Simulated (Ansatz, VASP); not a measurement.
**Two plane-wave programs on TaN**

```
CELL_PARAMETERS angstrom
1.57178 0.90747 5.03527
-1.57178 0.90747 5.03527
0.00000 -1.81494 5.03527
ATOMIC_POSITIONS crystal
Ta 0.50000 0.50000 0.50000
Ta 0.00000 0.00000 0.00000
N 0.25000 0.25000 0.25000
N 0.75000 0.75000 0.75000
```

Alike in both runs: functional PBE; k mesh 6 × 6 × 6; occupations gaussian, width 0.1 eV; no spin polarisation.

Ansatz relaxed the structure, and its values are those at the end. VASP's run is a single point on that final structure, the one shown.

|  | VASP | Ansatz |
| --- | --- | --- |
| version | VASP 6.6.1 | Ansatz 0.2.0 |
| potentials or method | VASP PAW PBE potentials, release 64 (Ta_pv, N), cutoff 520 eV | scalar-relativistic, plane waves, PAW |
| valence electrons in the cell | 32 | 36 |

|  | VASP | Ansatz | Ansatz less VASP |
| --- | --- | --- | --- |
| gap on the k mesh at the Fermi level (eV) | none | none | - |
| pressure (GPa) | 0.8 | 0.0 | -0.76 |

A gap of «none» marks a metal or a gap that the smearing closes. VASP's potentials hold 32 valence electrons a cell and Ansatz's 36, so a difference there can come from the potentials and not from the codes.

The k mesh is coarse, so the values compare programs but aren't converged. Neither program's run includes spin-orbit coupling.
